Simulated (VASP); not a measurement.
Set up this calculation in VASP 6.6.1, as the native input.

| Property | Result |
| --- | --- |
| Task | single point |
| Functional | PBE |
| Potentials or basis | VASP PAW PBE potentials, release 64 (Pt) |
| Cutoff | 520 eV |
| k mesh | 7 × 6 × 15 |
| Occupations | gaussian, width 0.1 eV |
| Spin | no spin polarisation |
| Dipole correction | no |
| Further INCAR settings | ALGO = Fast; EDIFF = 1e-06; NBANDS = 28 |

The structure of Pt lies in POSCAR:

```
Pt
1.0
    4.8271146843      0.0000000000     -0.0269642519
    0.0000000000      5.8126924825      0.0000000000
   -1.6216338996      0.0000000000      2.2610638930
Pt
4
Direct
    0.0000000000      0.5000000000      0.0000000000
    0.5000000000      0.7500000000      0.0000000000
    0.0000000000      0.0000000000      0.0000000000
    0.5000000000      0.2500000000      0.0000000000
```

The input as run:

INCAR

```
  ALGO = Fast
  EDIFF = 1E-6
  ENCUT = 520
  GGA = PE
  ISIF = 2
  ISMEAR = 0
  LASPH = True
  LCHARG = False
  LREAL = False
  LWAVE = False
  NBANDS = 28
  NELM = 100
  PREC = Accurate
  SIGMA = 0.1
```

KPOINTS

```
k-points
0
Gamma
  7 6 15
```

Potentials or basis: VASP PAW PBE potentials, release 64 (Pt).

Command:

```console
$ cat potpaw_PBE.64/Pt/POTCAR > POTCAR
$ mpirun -np 1 vasp_std > vasp.out
```

Results of the run:

| Property | Result |
| --- | --- |
| Pressure | -2.4 GPa |
| Band gap on the k mesh | zero (bands 20 and 21 overlap by 0.87 eV) |

Caveat: spin-orbit coupling is left out, which moves the levels of the heavy elements.

Wall time 4.7 min on 1 thread of Intel(R) Xeon(R) Platinum 8259CL CPU @ 2.50GHz (Skylake/Cascade Lake) (shared host), peak memory 0.4 GiB.
